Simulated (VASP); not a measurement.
A run of VASP 6.6.1 is set up as follows.

Contents of POSCAR:

```
C
1.0
    3.5723915880      0.0208063296     -0.0337174730
   -0.0208063296     -3.5447151641      0.0155612248
    0.0337174730      0.0155612248     -3.5349572963
C
8
Direct
    0.4898529230     -0.0039232355     -0.0597469699
    0.0014865018      0.5270341722      0.0296935274
   -0.0072160195      0.0428219987      0.5199822827
    0.5528549157      0.5622282474      0.4590254245
    0.7146237468      0.7379366980      0.7911076325
    0.2619526010      0.1926461743      0.6738849882
    0.1825770701      0.7022287435      0.2888758078
    0.8038682612      0.2390272014      0.2971773068
```

The input INCAR.step1:

```
ALGO = Normal ; EDIFF = 1E-5
ENCUT = 660 ; GGA = PE
GGA_COMPAT = False ; ISMEAR = 0
LASPH = True ; LCHARG = False
LREAL = False ; LWAVE = True
NBANDS = 26 ; NELM = 120
PREC = Accurate ; SIGMA = 0.05
```

Contents of INCAR.step2:

```
ALGO = Normal ; EDIFF = 1E-6
ENCUT = 660 ; GGA_COMPAT = False
ISIF = 2 ; ISMEAR = 0
ISTART = 1 ; LASPH = True
LCHARG = True ; LELF = True
LMIXTAU = True ; LREAL = False
LVHAR = True ; LWAVE = False
METAGGA = R2SCAN ; NBANDS = 26
NELM = 120 ; PREC = Accurate
SIGMA = 0.05
```

Contents of KPOINTS:

```
k-points
0
Gamma
  6 6 6
```

Potentials or basis: VASP PAW PBE potentials, release 64 (C).

Run with:

```console
$ cat potpaw_PBE.64/C/POTCAR > POTCAR
$ cp INCAR.step1 INCAR
$ mpirun -np 1 vasp_std > vasp.out
$ cp INCAR.step2 INCAR
$ mpirun -np 1 vasp_std > vasp.out
```

Estimate the band gap on the k mesh.

zero (bands 16 and 17 overlap by 0.28 eV).

Estimate the pressure.

68.2 GPa.

Stress tensor (GPa, compression positive):
```
 74.52 -22.98 -11.46
-22.98  64.73  18.26
-11.46  18.26  65.49
```

Caveat: the cell differs from its parent crystal (atoms moved at random and the cell strained at random); the stress differs along the axes, from 65 to 75 GPa; the PAW data sets were made with another functional, which shifts forces and pressure a little.
